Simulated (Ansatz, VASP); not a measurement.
# EuSb in VASP and in Ansatz

```
Eu Sb
1.0
     4.90838    0.00000    0.00000
    -2.45419    4.25078    0.00000
     0.00000    0.00000    6.62251
Eu Sb
2 2
Direct
  0.33333 0.66667 0.25000
  0.66667 0.33333 0.75000
  0.00000 0.00000 0.00000
  0.00000 0.00000 0.50000
```

Alike in both runs: functional PBE; k mesh 8 × 8 × 6; occupations gaussian, width 0.05 eV; collinear spin.

Ansatz relaxed the structure, and its values are those at the end. VASP's run is a single point on that final structure, the one shown.

|  | VASP | Ansatz |
| --- | --- | --- |
| version | VASP 6.6.1 | Ansatz 0.2.0 |
| potentials or method | VASP PAW PBE potentials, release 64 (Eu, Sb), cutoff 520 eV | scalar-relativistic, plane waves, PAW |
| valence electrons in the cell | 44 | 64 |

```tsv
	VASP	Ansatz	Ansatz less VASP
gap on the k mesh at the Fermi level (eV)	none	none	-
pressure (GPa)	-0.2	0.0	+0.17
net moment per atom (μB)	3.42	3.42	0.000
size of the moment on the site where the two differ most (μB)	6.53	6.75	+0.215
```

Site moments also hang on the region over which each program counts them. A gap of «none» marks a metal or a gap that the smearing closes. VASP's potentials hold 44 valence electrons a cell and Ansatz's 64, so a difference there can come from the potentials and not from the codes. Ansatz's warnings: given moment on shells.

Neither program's run includes spin-orbit coupling.
